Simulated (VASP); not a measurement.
# BN (P3m1) in VASP: notebook

The runs below take BN through single point, with r2SCAN.

Everything below comes from runs of VASP 6.6.1. Logs are shortened: lines on timing, memory, paths and dates and some standing lists are left out, and cuts for length are marked.

### Step 1. The cell of the first run

Symmetry: P3m1, No. 156, trigonal system. The conventional cell has a = 2.544 Å, b = 2.544 Å, c = 14.123 Å, α = 90.00°, β = 90.00°, γ = 120.00°. Within 2.1 Å of B (site symmetry 3m) lie 4 N at 1.56 to 1.58 Å. Within 2.1 Å of B (site symmetry 3m) lie 4 N at 1.56 to 1.58 Å. B (site symmetry 3m) has 4 N at 1.56 to 1.58 Å within 2.1 Å. Within 2.1 Å of B (site symmetry 3m) lie 3 N at 1.56 Å. Within 2.1 Å of B (site symmetry 3m) lie 4 N at 1.56 to 1.58 Å. B (site symmetry 3m) has 4 N at 1.56 to 1.58 Å within 2.1 Å. N (site symmetry 3m) has 4 B at 1.56 to 1.58 Å within 2.1 Å. Within 2.1 Å of N (site symmetry 3m) lie 4 B at 1.56 to 1.58 Å.

### Step 2. Single point, r2SCAN (the distance across one plane changed)

POSCAR

```
BN
1.0
   -2.5439665234      0.0000000000      0.0000000000
   -1.2719832617     -2.2031396357      0.0000000000
    0.0000000000      0.0000000000     14.1232348039
B N
6 6
Direct
    0.6666666667      0.6666666667      0.2047825303
    0.6666666667      0.6666666667      0.5027132093
    0.6666666667      0.6666666667      0.8006438883
    0.3333333333      0.3333333333      0.0558171908
    0.3333333333      0.3333333333      0.3537478698
    0.3333333333      0.3333333333      0.6516785488
    0.6666666667      0.6666666667      0.0931779417
    0.6666666667      0.6666666667      0.3911086207
    0.6666666667      0.6666666667      0.6890392997
    0.3333333333      0.3333333333      0.8380046392
    0.3333333333      0.3333333333      0.2421432812
    0.3333333333      0.3333333333      0.5400739602
```

INCAR.step1

```
SYSTEM = BN
PREC     = Accurate       ! precision mode
ENCUT    = 520            ! plane-wave cutoff, eV
ISMEAR   = 0              ! smearing method
SIGMA    = 0.05           ! smearing width, eV
LREAL    = .False.        ! projectors in reciprocal space
LASPH    = .True.         ! aspherical terms in the spheres
NELM     = 60             ! most SCF steps
NBANDS   = 36             ! bands
GGA      = PE             ! functional
ALGO     = Normal         ! electronic algorithm
EDIFF    = 1E-4           ! SCF threshold, eV
LWAVE    = .True.         ! write WAVECAR
LCHARG   = .False.        ! write CHGCAR
```

INCAR.step2

```
SYSTEM = BN
PREC     = Accurate       ! precision mode
ENCUT    = 520            ! plane-wave cutoff, eV
EDIFF    = 1E-6           ! SCF threshold, eV
ISMEAR   = 0              ! smearing method
SIGMA    = 0.05           ! smearing width, eV
LREAL    = .False.        ! projectors in reciprocal space
LASPH    = .True.         ! aspherical terms in the spheres
NELM     = 60             ! most SCF steps
ALGO     = Normal         ! electronic algorithm
ISIF     = 2              ! what is computed and relaxed
LWAVE    = .False.        ! write WAVECAR
LCHARG   = .False.        ! write CHGCAR
METAGGA  = R2SCAN         ! meta-GGA
LMIXTAU  = .True.       
NBANDS   = 36             ! bands
ISTART   = 1
```

KPOINTS

```
regular mesh
0
Gamma
  10 10 2
  0 0 0
```

Potentials or basis: VASP PAW PBE potentials, release 64 (B, N).

The run is started by

```sh
cat potpaw_PBE.64/B/POTCAR potpaw_PBE.64/N/POTCAR > POTCAR
cp INCAR.step1 INCAR
mpirun -np 1 vasp_std > vasp.out
cp INCAR.step2 INCAR
mpirun -np 1 vasp_std > vasp.out
```

OUTCAR:

```text
SYSTEM = BN
   PREC = Accurate
   ENCUT = 520
   EDIFF = 1E-6
   ISMEAR = 0
   LREAL = .False.
   LASPH = .True.
   NELM = 60
   ISIF = 2
   METAGGA = R2SCAN
   ISTART = 1

 ion  position               nearest neighbor table
   1  0.667  0.667  0.205-  11 1.56  11 1.56  11 1.56   7 1.58
   2  0.667  0.667  0.503-  12 1.56  12 1.56  12 1.56   8 1.58
   3  0.667  0.667  0.801-  10 1.56  10 1.56  10 1.56   9 1.58
   4  0.333  0.333  0.056-   7 1.56   7 1.56   7 1.56
   5  0.333  0.333  0.354-   8 1.56   8 1.56   8 1.56  11 1.58
   6  0.333  0.333  0.652-   9 1.56   9 1.56   9 1.56  12 1.58
   7  0.667  0.667  0.093-   4 1.56   4 1.56   4 1.56   1 1.58
   8  0.667  0.667  0.391-   5 1.56   5 1.56   5 1.56   2 1.58
   9  0.667  0.667  0.689-   6 1.56   6 1.56   6 1.56   3 1.58
  10  0.333  0.333  0.838-   3 1.56   3 1.56   3 1.56
  11  0.333  0.333  0.242-   1 1.56   1 1.56   1 1.56   5 1.58
  12  0.333  0.333  0.540-   2 1.56   2 1.56   2 1.56   6 1.58

  LATTYP: Found a hexagonal cell.
 ALAT       =     2.5439665235
 C/A-ratio  =     5.5516590622

  Lattice vectors:

 A1 = (   1.2719832617,   2.2031396357,   0.0000000000)
 A2 = (  -2.5439665234,   0.0000000000,   0.0000000000)
 A3 = (   0.0000000000,   0.0000000000,  14.1232348039)

Analysis of symmetry for initial positions (statically):
=====================================================================
 Subroutine PRICEL returns:
 Original cell was already a primitive cell.

 Routine SETGRP: Setting up the symmetry group for a
 hexagonal supercell.

 Subroutine GETGRP returns: Found  6 space group operations
 (whereof  6 operations were pure point group operations)
 out of a pool of 24 trial point group operations.

The static configuration has the point symmetry C_3v.

Analysis of symmetry for dynamics (positions and initial velocities):
=====================================================================
 Subroutine PRICEL returns:
 Original cell was already a primitive cell.

 Routine SETGRP: Setting up the symmetry group for a
 hexagonal supercell.

 Subroutine GETGRP returns: Found  6 space group operations
 (whereof  6 operations were pure point group operations)
 out of a pool of 24 trial point group operations.

The dynamic configuration has the point symmetry C_3v.

 Subroutine INISYM returns: Found  6 space group operations
 (whereof  6 operations are pure point group operations),
 and found     1 'primitive' translations

----------------------------------------------------------------------------------------

                                     Primitive cell

  volume of cell :      79.1567

  direct lattice vectors                    reciprocal lattice vectors
    -2.543966523  0.000000000  0.000000000    -0.393086934  0.226948847  0.000000000
    -1.271983262 -2.203139636  0.000000000     0.000000000 -0.453897694  0.000000000
     0.000000000  0.000000000 14.123234804     0.000000000  0.000000000  0.070805309

  length of vectors
     2.543966523  2.543966523 14.123234804     0.453897694  0.453897694  0.070805309

  position of ions in fractional coordinates (direct lattice)
     0.666666667  0.666666667  0.204782530
     0.666666667  0.666666667  0.502713209
     0.666666667  0.666666667  0.800643888
     0.333333333  0.333333333  0.055817191
     0.333333333  0.333333333  0.353747870
     0.333333333  0.333333333  0.651678549
     0.666666667  0.666666667  0.093177942
     0.666666667  0.666666667  0.391108621
     0.666666667  0.666666667  0.689039300
     0.333333333  0.333333333  0.838004639
     0.333333333  0.333333333  0.242143281
     0.333333333  0.333333333  0.540073960

  ion indices of the primitive-cell ions
   primitive index   ion index
                 1           1
                 2           2
                 3           3
                 4           4
                 5           5
                 6           6
                 7           7
                 8           8
                 9           9
                10          10
                11          11
                12          12

----------------------------------------------------------------------------------------

 KPOINTS: regular mesh

Automatic generation of k-mesh.
 Grid dimensions read from file:
 generate k-points for:   10   10    2

 Generating k-lattice:

  Cartesian coordinates                     Fractional coordinates (reciprocal lattice)
    -0.039308693  0.022694885  0.000000000     0.100000000  0.000000000  0.000000000
     0.000000000 -0.045389769  0.000000000     0.000000000  0.100000000  0.000000000
     0.000000000  0.000000000  0.035402654     0.000000000  0.000000000  0.500000000

  Length of vectors
     0.045389769  0.045389769  0.035402654

  Shift w.r.t. Gamma in fractional coordinates (k-lattice)
     0.000000000  0.000000000  0.000000000

 Subroutine IBZKPT returns following result:
 ===========================================

 Found     28 irreducible k-points:

 Following reciprocal coordinates:
            Coordinates               Weight
  0.000000  0.000000  0.000000      1.000000
  0.100000  0.000000  0.000000      6.000000
  0.200000  0.000000  0.000000      6.000000
  0.300000  0.000000  0.000000      6.000000
  0.400000  0.000000  0.000000      6.000000
  0.500000  0.000000  0.000000      3.000000
[... 16 lines left out ...]
  0.400000  0.100000  0.500000     12.000000
  0.500000  0.100000  0.500000     12.000000
 [... further k-points ...]
   k-points           NKPTS =     28   k-points in BZ     NKDIM =     28   number of bands    NBANDS=     36
   number of dos      NEDOS =    301   number of ions     NIONS =     12
   total plane-waves  NPLWV =  43200
   dimension x,y,z NGX =    20 NGY =   20 NGZ =  108
   dimension x,y,z NGXF=    40 NGYF=   40 NGZF=  216
   ions per type =               6   6
   NGX,Y,Z   is equivalent  to a cutoff of  13.07, 13.07, 12.71 a.u.
   NGXF,Y,Z  is equivalent  to a cutoff of  26.14, 26.14, 25.43 a.u.
 SYSTEM =  BN
   PREC   = accura    normal or accurate (medium, high low for compatibility)
   ISTART =      1    job   : 0-new  1-cont  2-samecut
   ICHARG =      0    charge: 1-file 2-atom 10-const
   ISPIN  =      1    spin polarized calculation?
   LNONCOLLINEAR =      F non collinear calculations
   LSORBIT =      F    spin-orbit coupling
   LASPH  =      T    aspherical Exc in radial PAW
   ENCUT  =  520.0 eV  38.22 Ry    6.18 a.u.   4.73  4.73 26.26*2*pi/ulx,y,z
   NELM   =     60;   NELMIN=  2; NELMDL=  0     # of ELM steps
   EDIFF  = 0.1E-05   stopping-criterion for ELM
   LREAL  =      F    real-space projection
   EDIFFG = 0.1E-04   stopping-criterion for IOM
   NSW    =      0    number of steps for IOM
   IBRION =     -1    ionic relax: 0-MD 1-quasi-New 2-CG
   NFREE  =      0    steps in history (QN), initial steepest desc. (CG)
   ISIF   =      2    stress and relaxation
   ISYM   =      2    0-nonsym 1-usesym 2-fastsym
   POTIM  = 0.5000    time-step for ionic-motion
   TEBEG  =    0.0;   TEEND  =   0.0 temperature during run
   PSTRESS=    0.0 pullay stress
   NELECT =      48.0000    total number of electrons
   NUPDOWN=      -1.0000    fix difference up-down
   EMIN   =  10.00;   EMAX   =-10.00  energy-range for DOS
   EFERMI =   0.00;   METHOD = LEGACY
   ISMEAR =     0;   SIGMA  =   0.05  broadening in eV -4-tet -1-fermi 0-gaus
   EFERMI_NEDOS =   21; number of points for ismear=-14 and -15
   IALGO  =     38    algorithm
   IMIX   =      4    mixing-type and parameters
     AMIX     =   0.40;   BMIX     =  1.00
     AMIX_MAG =   1.60;   BMIX_MAG =  1.00
  volume/ion in A,a.u.               =       6.60        44.51
  Fermi-wavevector in a.u.,A,eV,Ry     =   1.385669  2.618534 26.124240  1.920077
  Thomas-Fermi vector in A             =   2.510057
   LORBIT       =      0    0 simple, 1 ext, 2 COOP (PROOUT), +10 PAW based schemes
   METAGGA = R2SCAN    functional components
   LHFCALC =     F    Hartree Fock is set to
   AEXX    =    0.0000 exact exchange contribution
   IVDW    =     0    specifies the selected vdW correction
   LEPSILON=     F    determine dielectric tensor
   LRPA    =     F    only Hartree local field effects (RPA)
 non-spin polarized calculation
 Gauss-broadening in eV      SIGMA  =   0.05
  energy-cutoff  :      520.00
  volume of cell :       79.16
 maximum number of plane-waves:      2153
   NGX =  9   NGY =  9   NGZ = 53

 number of electron      48.0000005 magnetization

 Free energy of the ion-electron system (eV)
  ---------------------------------------------------
  ext. energy  EPLUGINS =         0.00000000
  ---------------------------------------------------
  free energy    TOTEN  =      -110.77531050 eV

  energy without entropy =     -110.77530762  energy(sigma->0) =     -110.77530906

 E-fermi :   8.0520     XC(G=0): -12.8775

 val. band max:        7.9298380898   @ k =   0.0000   0.0000   0.0000
 cond. band min:       8.1718391584   @ k =   0.5000   0.0000   0.0000
 fundamental gap:      0.2420010686
 Fermi energy:         8.0519927699

 k-point     1 :       0.0000    0.0000    0.0000
  band No.  band energies     occupation
      1     -16.5819      2.00000
      2     -15.4037      2.00000
      3     -14.4119      2.00000
      4     -13.4018      2.00000
      5     -12.1624      2.00000
      6      -9.7420      2.00000
[... 28 lines left out ...]
     35      16.0471      0.00000
     36      16.9110      0.00000

 k-point     2 :       0.1000    0.0000    0.0000
  band No.  band energies     occupation
      1     -16.3602      2.00000
      2     -15.1867      2.00000
      3     -14.2011      2.00000
      4     -13.1997      2.00000
      5     -11.9678      2.00000
      6      -9.5519      2.00000
[... 850 lines left out ...]
 k-point    24 :       0.5000    0.1000    0.5000
  band No.  band energies     occupation
      1     -12.7627      2.00000
      2     -11.9407      2.00000
      3     -11.2744      2.00000
      4     -10.4906      2.00000
      5      -9.5262      2.00000
      6      -7.1547      2.00000
[... 28 lines left out ...]
     35      17.7790      0.00000
     36      18.3566      0.00000

 [... further k-points ...]

------------------------ aborting loop because EDIFF is reached ----------------------------------------

  FORCE on cell =-STRESS in cart. coord.  units (eV):
  Direction    XX          YY          ZZ          XY          YZ          ZX
  --------------------------------------------------------------------------------------
  -------------------------------------------------------------------------------------
  Total       -0.3108811     -0.3108811     -5.6618717      0.0000000      0.0000000      0.0000000
  in kB       -6.2924133     -6.2924133   -114.5995762      0.0000000      0.0000000      0.0000000
  external PRESSURE =     -42.3948009 kB  Pullay stress =       0.0000000 kB

 VOLUME and BASIS-vectors are now :
 -----------------------------------------------------------------------------
  energy-cutoff  :      520.00
  volume of cell :       79.16
      direct lattice vectors                 reciprocal lattice vectors
    -2.543966523  0.000000000  0.000000000    -0.393086934  0.226948847  0.000000000
    -1.271983262 -2.203139636  0.000000000     0.000000000 -0.453897694  0.000000000
     0.000000000  0.000000000 14.123234804     0.000000000  0.000000000  0.070805309

 POSITION                                       TOTAL-FORCE (eV/Angst)
 -----------------------------------------------------------------------------------
     -2.54397     -1.46876      2.89219        -0.000000     -0.000000      1.004318
     -2.54397     -1.46876      7.09994        -0.000000     -0.000000      0.778610
     -2.54397     -1.46876     11.30768        -0.000000     -0.000000      4.000068
     -1.27198     -0.73438      0.78832        -0.000000     -0.000000      0.478757
     -1.27198     -0.73438      4.99606        -0.000000     -0.000000      0.772344
     -1.27198     -0.73438      9.20381        -0.000000     -0.000000      0.988112
     -2.54397     -1.46876      1.31597         0.000000      0.000000     -2.885215
     -2.54397     -1.46876      5.52372         0.000000      0.000000     -0.764640
     -2.54397     -1.46876      9.73146        -0.000000      0.000000     -1.233569
     -1.27198     -0.73438     11.83534         0.000000     -0.000000     -1.565012
     -1.27198     -0.73438      3.41985         0.000000     -0.000000     -0.783653
     -1.27198     -0.73438      7.62759        -0.000000     -0.000000     -0.790119
 -----------------------------------------------------------------------------------
    total drift:                               -0.000000     -0.000000     -0.001130

  FREE ENERGIE OF THE ION-ELECTRON SYSTEM (eV)
  ---------------------------------------------------
  free  energy   TOTEN  =      -110.7753104993 eV

  energy  without entropy=     -110.7753076245  energy(sigma->0) =     -110.77530906
```

Wall time 3.6 min (1 thread of AMD EPYC 9R45 (Zen 5), shared host); peak memory 0.2 GiB.

Results:

| Quantity | Value |
| --- | --- |
| Free energy | -110.7753 eV |
| Pressure | -4.2 GPa |
| Largest force | 4.000 eV/Å |
| Band gap on the k mesh | 0.24 eV (least direct gap 0.40 eV) |

Forces in eV/Å, atoms in the order of the input:
```
B    0.000  0.000  1.004
B    0.000  0.000  0.779
B    0.000  0.000  4.000
B    0.000  0.000  0.479
B    0.000  0.000  0.772
B    0.000  0.000  0.988
N    0.000  0.000 -2.885
N    0.000  0.000 -0.765
N    0.000  0.000 -1.234
N    0.000  0.000 -1.565
N    0.000  0.000 -0.784
N    0.000  0.000 -0.790
```

Caveat: the cell differs from its parent crystal (the distance across one plane changed); the stress differs along the axes, from -11 to -1 GPa; semilocal functionals underestimate gaps, and a narrow one can read as zero; the PAW data sets were made with another functional, which shifts forces and pressure a little.

### Step 3. Single point, r2SCAN (the distance across one plane changed)

POSCAR

```
BN
1.0
   -2.5439665234      0.0000000000      0.0000000000
   -1.2719832617     -2.2031396357      0.0000000000
    0.0000000000      0.0000000000     14.6232348039
B N
6 6
Direct
    0.6666666667      0.6666666667      0.1977805731
    0.6666666667      0.6666666667      0.4855243583
    0.6666666667      0.6666666667      0.7732681435
    0.3333333333      0.3333333333      0.0539086804
    0.3333333333      0.3333333333      0.3416524657
    0.3333333333      0.3333333333      0.6293962509
    0.6666666667      0.6666666667      0.0899919865
    0.6666666667      0.6666666667      0.3777357718
    0.6666666667      0.6666666667      0.6654795570
    0.3333333333      0.3333333333      0.8093514496
    0.3333333333      0.3333333333      0.2338638792
    0.3333333333      0.3333333333      0.5216076644
```

INCAR.step1

```
ALGO = Normal ; EDIFF = 1E-4
ENCUT = 520 ; GGA = PE
ISMEAR = 0 ; LASPH = True
LCHARG = False ; LREAL = False
LWAVE = True ; NBANDS = 36
NELM = 100 ; PREC = Accurate
SIGMA = 0.05
```

INCAR.step2

```
ALGO = Normal ; EDIFF = 1E-7
ENCUT = 520 ; ISIF = 2
ISMEAR = 0 ; ISTART = 1
LASPH = True ; LCHARG = True
LELF = True ; LMIXTAU = True
LREAL = False ; LVHAR = True
LWAVE = False ; METAGGA = R2SCAN
NBANDS = 36 ; NELM = 100
PREC = Accurate ; SIGMA = 0.05
```

KPOINTS

```
k-points
0
Gamma
  10 10 2
```

Potentials or basis: VASP PAW PBE potentials, release 64 (B, N).

The run is started by

```sh
cat potpaw_PBE.64/B/POTCAR potpaw_PBE.64/N/POTCAR > POTCAR
cp INCAR.step1 INCAR
mpirun -np 1 vasp_std > vasp.out
cp INCAR.step2 INCAR
mpirun -np 1 vasp_std > vasp.out
```

It took 4.7 min on 1 thread of AMD EPYC 9R45 (Zen 5), shared host; peak memory 0.2 GiB.

It converged, with:

```
Free energy            : -110.1033 eV
Pressure               : -3.1 GPa
Largest force          : 3.994 eV/Å
Band gap on the k mesh : zero (bands 24 and 25 overlap by 0.26 eV)
```

Forces on the atoms (eV/Å):
```
B    0.000  0.000  1.022
B    0.000  0.000  0.767
B    0.000  0.000  3.994
B    0.000  0.000  1.054
B    0.000  0.000  0.749
B    0.000  0.000  1.035
N    0.000  0.000 -2.685
N    0.000  0.000 -0.742
N    0.000  0.000 -1.382
N    0.000  0.000 -2.275
N    0.000  0.000 -0.750
N    0.000  0.000 -0.786
```

Stress tensor (GPa, compression positive):
```
-1.43  0.00  0.00
 0.00 -1.43  0.00
 0.00  0.00 -6.31
```

Levels at points of the mesh, in eV from the Fermi level:
| k point | band 21 | band 22 | band 23 | band 24 | band 25 | band 26 | band 27 | band 28 |
| --- | --- | --- | --- | --- | --- | --- | --- | --- |
| (0.00, 0.00, 0.00) | -1.84 | -1.16 | -0.06 | 0.27 | 0.27 | 6.21 | 6.21 | 6.82 |
| (0.50, 0.00, 0.00) | -4.74 | -4.38 | -2.33 | -0.77 | 0.01 | 4.03 | 4.67 | 5.45 |
| (0.00, 0.00, 0.50) | -1.84 | -1.43 | 0.11 | 0.27 | 0.27 | 6.21 | 6.21 | 6.83 |
| (0.50, 0.00, 0.50) | -4.75 | -4.38 | -2.33 | -0.79 | 0.03 | 4.03 | 4.69 | 5.47 |

Caveat: the cell differs from its parent crystal (the distance across one plane changed); the cell stands under tension; semilocal functionals underestimate gaps, and a narrow one can read as zero; the PAW data sets were made with another functional, which shifts forces and pressure a little.

The gap in the log of VASP goes by the Fermi energy; the results here count the filled bands.